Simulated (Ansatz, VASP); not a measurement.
**One calculation of Rh, two programs**

Contents of POSCAR:

```
Rh
1.0
    0.0000000000      1.9008071574      1.9008071574
    1.9008071574      0.0000000000      1.9008071574
    1.9008071574      1.9008071574      0.0000000000
Rh
1
Direct
    0.0000000000      0.0000000000      0.0000000000
```

The input INCAR.step1:

```
SYSTEM = Rh
PREC     = Accurate       ! precision mode
ENCUT    = 520            ! plane-wave cutoff, eV
ISMEAR   = 1              ! smearing method
SIGMA    = 0.6            ! smearing width, eV
LREAL    = .False.        ! projectors in reciprocal space
LASPH    = .True.         ! aspherical terms in the spheres
NELM     = 100            ! most SCF steps
NBANDS   = 14             ! bands
GGA      = PE             ! functional
ALGO     = Normal         ! electronic algorithm
EDIFF    = 1E-4           ! SCF threshold, eV
LWAVE    = .True.         ! write WAVECAR
LCHARG   = .False.        ! write CHGCAR
```

The input INCAR.step2:

```
SYSTEM = Rh
PREC     = Accurate       ! precision mode
ENCUT    = 520            ! plane-wave cutoff, eV
EDIFF    = 1E-7           ! SCF threshold, eV
ISMEAR   = 1              ! smearing method
SIGMA    = 0.6            ! smearing width, eV
LREAL    = .False.        ! projectors in reciprocal space
LASPH    = .True.         ! aspherical terms in the spheres
NELM     = 100            ! most SCF steps
ALGO     = Normal         ! electronic algorithm
ISIF     = 2              ! what is computed and relaxed
LWAVE    = .False.        ! write WAVECAR
LCHARG   = .True.         ! write CHGCAR
METAGGA  = R2SCAN         ! meta-GGA
LMIXTAU  = .True.       
LELF     = .True.         ! ELF
LVHAR    = .True.       
NBANDS   = 14             ! bands
ISTART   = 1
```

File KPOINTS:

```
regular mesh
0
Gamma
  14 14 14
  0 0 0
```

Input for Ansatz:

```yaml
crystal:
  lattice:
    - [0.0, 1.9008071574, 1.9008071574]
    - [1.9008071574, 0.0, 1.9008071574]
    - [1.9008071574, 1.9008071574, 0.0]
  atoms:
    - { symbol: Rh, position: [0.0, 0.0, 0.0] }
hamiltonian:
  xc: r2scan
  pseudopotentials:
    kind: paw
    azcp:
      Rh: "pseudopotentials/Rh.paw.azcp"
basis:
  ecutwfc: 500
  fft_grid_basis: typed
kpoints:
  mp_grid: { grid: [14, 14, 14], shift: [0, 0, 0] }
magnetization:
  spin_polarized: false
scf:
  occupations: { method: methfessel_paxton, width: 0.6 }
  lower_state_search: "off"
output:
  stress: true
```

Alike in both runs: task single point; functional r2SCAN; k mesh 14 × 14 × 14; occupations methfessel-paxton of order 1, width 0.6 eV; no spin polarisation.

```csv
,VASP,Ansatz
version,VASP 6.6.1,Ansatz 0.2.0
potentials or method,"VASP PAW PBE potentials, release 64 (Rh_pv), cutoff 520 eV","plane waves (500 eV) with PAW, scalar-relativistic"
valence electrons in the cell,15,17
```

|  | VASP | Ansatz | Ansatz less VASP |
| --- | --- | --- | --- |
| pressure (GPa) | 1.0 | -0.3 | -1.22 |

VASP's potentials were made for PBE, not for r2SCAN. With one functional, cell and mesh, what is left measures potentials, basis and numerics. VASP's potentials hold 15 valence electrons a cell and Ansatz's 17, so a difference there can come from the potentials and not from the codes.
